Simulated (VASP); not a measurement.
Input of a VASP 6.6.1 run:

INCAR

```
PREC = Accurate
ENCUT = 520
EDIFF = 1E-6
ISMEAR = 0
SIGMA = 0.1
LREAL = F
LASPH = T
NELM = 150
ALGO = Normal
ISIF = 2
LWAVE = F
LCHARG = F
ISPIN = 2
MAGMOM = 0 0 0 0 0 0 0 0 1 1
LORBIT = 11
GGA = PE
NBANDS = 69
```

KPOINTS

```
regular mesh
0
Gamma
  4 4 4
```

File POSCAR:

```
Zn4O
1.0
    0.0000000000      4.1982631500      4.1982631500
    4.1982631500      0.0000000000      4.1982631500
    4.1982631500      4.1982631500      0.0000000000
Zn O
8 2
Direct
    0.3838792200      0.3838792200      0.3838792200
    0.3838792200      0.3838792200      0.8483623500
    0.3838792200      0.8483623500      0.3838792200
    0.8483623500      0.3838792200      0.3838792200
    0.8661207800      0.8661207800      0.4016376500
    0.8661207800      0.8661207800      0.8661207800
    0.8661207800      0.4016376500      0.8661207800
    0.4016376500      0.8661207800      0.8661207800
    0.0000000000      0.0000000000      0.0000000000
    0.2500000000      0.2500000000      0.2500000000
```

Potentials or basis: VASP PAW PBE potentials, release 64 (Zn, O).

Launch:

```bash
$ cat potpaw_PBE.64/Zn/POTCAR potpaw_PBE.64/O/POTCAR > POTCAR
$ mpirun -np 1 vasp_std > vasp.out
```

**Question.** Predict the net moment.

**Answer.** 0.00 μB per cell.

**Question.** What does it give for the pressure?

**Answer.** 3.2 GPa.

**Question.** Predict the largest force.

**Answer.** 1.004 eV/Å.

**Question.** Estimate the band gap on the k mesh.

**Answer.** Zero (filled and empty bands overlap).

Forces on the atoms (eV/Å):
```
Zn   0.580  0.580  0.580
Zn  -0.580 -0.580  0.580
Zn  -0.580  0.580 -0.580
Zn   0.580 -0.580 -0.580
Zn   0.580  0.580 -0.580
Zn  -0.580 -0.580 -0.580
Zn   0.580 -0.580  0.580
Zn  -0.580  0.580  0.580
O    0.000  0.000  0.000
O    0.000  0.000  0.000
```

Caveat: the cell stands under pressure; forces of over 1 eV/Å act on the atoms, so gaps and moduli don't describe the material at rest.
